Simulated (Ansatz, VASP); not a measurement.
# Al2O3: VASP beside Ansatz

Contents of INCAR:

```
  PREC = Accurate
  ENCUT = 520
  EDIFF = 1E-7
  ISMEAR = 0
  SIGMA = 0.05
  LREAL = F
  LASPH = T
  NELM = 100
  ALGO = Normal
  ISIF = 2
  LWAVE = F
  LCHARG = F
  GGA = PE
  IVDW = 12
  NBANDS = 20
```

The input KPOINTS:

```
Automatic mesh
0
Gamma
  9 9 4
```

POSCAR

```
Al2O3
1.0
    2.8924537055      0.0000000000      0.0000000000
   -1.4462268528      2.5049383882      0.0000000000
    0.0000000000      0.0000000000      7.3605135856
Al O
2 3
Direct
    0.0000000000      0.0000000000      0.1907358529
    0.0000000000      0.0000000000      0.8092641471
    0.3333333333      0.6666666667      0.3046509742
    0.6666666667      0.3333333333      0.0000000000
    0.3333333333      0.6666666667      0.6953490258
```

Input for Ansatz:

```yaml
crystal:
  lattice:
    - [2.8924537055, 0.0, 0.0]
    - [-1.4462268528, 2.5049383882, 0.0]
    - [0.0, 0.0, 7.3605135856]
  atoms:
    - { symbol: Al, position: [0.0, 0.0, 0.1907358529] }
    - { symbol: Al, position: [0.0, 0.0, 0.8092641471] }
    - { symbol: O, position: [0.3333333333, 0.6666666667, 0.3046509742] }
    - { symbol: O, position: [0.6666666667, 0.3333333333, 0.0] }
    - { symbol: O, position: [0.3333333333, 0.6666666667, 0.6953490258] }
basis:
  ecutwfc: 520.0
kpoints:
  mp_grid: { grid: [9, 9, 4] }
hamiltonian:
  xc: pbe
  pseudopotentials: { kind: paw, azcp: { folder: soft_1 } }
  dispersion: d3bj
scf:
  occupations: { method: gaussian, width: 0.05 }
output:
  forces: true
  stress: true
  eigenvalues: true
```

Alike in both runs: task single point; functional PBE; dispersion D3(BJ); k mesh 9 × 9 × 4; occupations gaussian, width 0.05 eV; no spin polarisation.

```csv
,VASP,Ansatz
version,VASP 6.6.1,Ansatz 0.2.0
potentials or method,"VASP PAW PBE potentials, release 64 (Al, O), cutoff 520 eV","scalar-relativistic, plane waves, PAW"
valence electrons in the cell,24,24
```

Ansatz gave:

* gap on the k mesh at the Fermi level (eV): 3.56
* least direct gap on the mesh (eV): 3.61
* pressure (GPa): -13.4
* traceless stress, the component that is largest in VASP (GPa): -1.92
* rms of the force components (eV/Å): 1.338

**Question.** Which values does VASP return?

**Answer.** gap on the k mesh at the Fermi level (eV): 3.51; least direct gap on the mesh (eV): 3.57; pressure (GPa): -13.3; traceless stress, the component that is largest in VASP (GPa): -2.18; rms of the force components (eV/Å): 1.346.

Atom by atom the forces differ by 0.009 eV/Å (rms over components).
